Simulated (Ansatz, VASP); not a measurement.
One calculation of HfB, two programs

File INCAR:

```
SYSTEM = HfB
ALGO = Normal ; EDIFF = 1E-6
ENCUT = 500 ; GGA = PE
GGA_COMPAT = .False. ; ISIF = 2
ISMEAR = -1 ; LASPH = .True.
LCHARG = .True. ; LELF = .True.
LREAL = .False. ; LVHAR = .True.
LWAVE = .False. ; NBANDS = 14
NELM = 120 ; PREC = Accurate
SIGMA = 0.05
```

KPOINTS

```
k-points
0
Gamma
  11 11 11
  0 0 0
```

Contents of POSCAR:

```
HfB
1.0
    0.0000000000      2.3100000000      2.3100000000
    2.3100000000      0.0000000000      2.3100000000
    2.3100000000      2.3100000000      0.0000000000
Hf B
1 1
Direct
    0.4550000000      0.4550000000      0.5450000000
    0.0450000000      0.0450000000     -0.0450000000
```

Input for Ansatz:

```yaml
crystal:
  lattice:
    - [0.0, 2.31, 2.31]
    - [2.31, 0.0, 2.31]
    - [2.31, 2.31, 0.0]
  atoms:
    - { symbol: Hf, position: [0.455, 0.455, 0.545] }
    - { symbol: B, position: [0.045, 0.045, -0.045] }
kpoints:
  mp_grid: { grid: [11, 11, 11] }
scf:
  occupations: { method: fermi_dirac, width: 0.05 }
hamiltonian:
  xc: pbe
  pseudopotentials: { kind: paw }
output:
  forces: true
  stress: true
  eigenvalues: true
  populations: true
```

Change from the starting cell: shortest bond scaled by 0.82, PAW files.

Alike in both runs: task single point; functional PBE; k mesh 11 × 11 × 11; occupations fermi-dirac, width 0.05 eV; no spin polarisation.

|  | VASP | Ansatz |
| --- | --- | --- |
| version | VASP 6.6.1 | Ansatz 0.2.0 |
| potentials or method | VASP PAW PBE potentials, release 64 (Hf_pv, B) | PAW with Ansatz's default frozen-core files, scalar-relativistic |
| plane-wave cutoff (eV) | 500 | 420 |
| valence electrons in the cell | 13 | 29 |

```tsv
	VASP	Ansatz	Ansatz less VASP
pressure (GPa)	44.1	42.9	-1.17
traceless stress, the component that is largest in VASP (GPa)	38.09	37.17	-0.916
rms of the force components (eV/Å)	4.279	4.219	-0.0603
```

Atom by atom the forces differ by 0.060 eV/Å (rms over components). Both programs put the cell under a high pressure, so it lies far from rest at this level. VASP's potentials hold 13 valence electrons a cell and Ansatz's 29, so a difference there can come from the potentials and not from the codes.

Spin-orbit coupling is off throughout.
